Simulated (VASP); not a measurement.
Wanted: the native input for a VASP 6.6.1 run.

* Task: single point
* Functional: PBE
* Potentials or basis: VASP PAW PBE potentials, release 64 (Li_sv, B, C)
* Cutoff: 520 eV
* k mesh: 14 × 14 × 6
* Occupations: gaussian, width 0.1 eV
* Spin: no spin polarisation
* Dipole correction: no
* Further INCAR settings: ALGO = Normal; EDIFF = 1e-06; NBANDS = 16

The structure of LiB2C2 lies in POSCAR:

```
LiB2C2
1.0
    2.7277560210      0.0000000000      0.0000000000
   -1.3638780105      2.2802578225      0.0437511966
    0.0000000000      0.1324669663      7.0826762766
Li B C
1 2 2
Direct
   -0.0016877350     -0.0033754699      0.5035178396
    0.3232392885      0.6464785869      0.7449086785
    0.6387188495      0.2774376891      0.2407427470
    0.3303322998      0.6606646097      0.2842372472
    0.7093972971      0.4187945843      0.7265934877
```

This cell differs from its parent crystal: strained and its atoms moved.

The input as run:

INCAR

```
PREC     = Accurate       # precision mode
ENCUT    = 520            # plane-wave cutoff, eV
EDIFF    = 1E-6           # SCF threshold, eV
ISMEAR   = 0              # smearing method
SIGMA    = 0.1            # smearing width, eV
LREAL    = F              # projectors in reciprocal space
LASPH    = T              # aspherical terms in the spheres
NELM     = 100            # most SCF steps
ALGO     = Normal         # electronic algorithm
ISIF     = 2              # what is computed and relaxed
LWAVE    = F              # write WAVECAR
LCHARG   = F              # write CHGCAR
GGA      = PE             # functional
NBANDS   = 16             # bands
```

KPOINTS

```
regular mesh
0
Gamma
  14 14 6
```

Potentials or basis: VASP PAW PBE potentials, release 64 (Li_sv, B, C).

The run is started by

```sh
$ cat potpaw_PBE.64/Li_sv/POTCAR potpaw_PBE.64/B/POTCAR potpaw_PBE.64/C/POTCAR > POTCAR
$ mpirun -np 1 vasp_std > vasp.out
```

Results of the run:

| Quantity | Value |
| --- | --- |
| Largest force | 4.138 eV/Å |
| Band gap on the k mesh | zero (an odd number of electrons rules out a gap without spin polarisation) |

Caveat: the cell differs from its parent crystal (strained and its atoms moved); forces of over 1 eV/Å act on the atoms, so gaps and moduli don't describe the material at rest.

It took 2.9 min on 1 thread of Intel(R) Xeon(R) Platinum 8259CL CPU @ 2.50GHz (Skylake/Cascade Lake) (shared host), peak memory 0.31 GiB.
